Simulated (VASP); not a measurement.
Fe3Ge, 4 atoms in the cell. It takes space group Pm-3m (No. 221, cubic). Conventional cell: a = 3.661 Å, b = 3.661 Å, c = 3.661 Å, α = 90.00°, β = 90.00°, γ = 90.00°. Fe (site symmetry 4/mmm) has 8 Fe at 2.59 Å and 4 Ge at 2.59 Å within 3.4 Å. Ge (site symmetry m-3m) has 12 Fe at 2.59 Å within 3.4 Å. 

```yaml
Program: VASP 6.6.1
Task: relaxation of cell and atoms
Functional: LDA
Potentials_or_basis: VASP PAW LDA potentials, release 64 (Fe, Ge_d)
Cutoff: 600 eV
k_mesh: 6 × 6 × 6
Occupations: fermi-dirac, width 0.1 eV
Spin: collinear spin, ferromagnetic start
Starting_moments: "[4.5, 4.5, 4.5, 0.0] μB"
Dipole_correction: no
Further_INCAR_settings: ALGO = Normal; EDIFF = 1e-07; IBRION = 2; EDIFFG = -0.01; NSW = 100; ISIF = 3
```

Potentials or basis: VASP PAW LDA potentials, release 64 (Fe, Ge_d).

The run is started by

```console
$ cat potpaw_LDA.64/Fe/POTCAR potpaw_LDA.64/Ge_d/POTCAR > POTCAR
$ mpirun -np 1 vasp_std > vasp.out
```

Hardware: 1 thread of Intel(R) Xeon(R) 6975P-C (Granite Rapids), on a shared host.

Problem. Estimate the wall time of this run.

Solution. It took 110 s on 1 thread of Intel(R) Xeon(R) 6975P-C (Granite Rapids), on a shared host, peak memory 0.19 GiB. Counts: scf iterations 53, k points 20, ion steps 5.
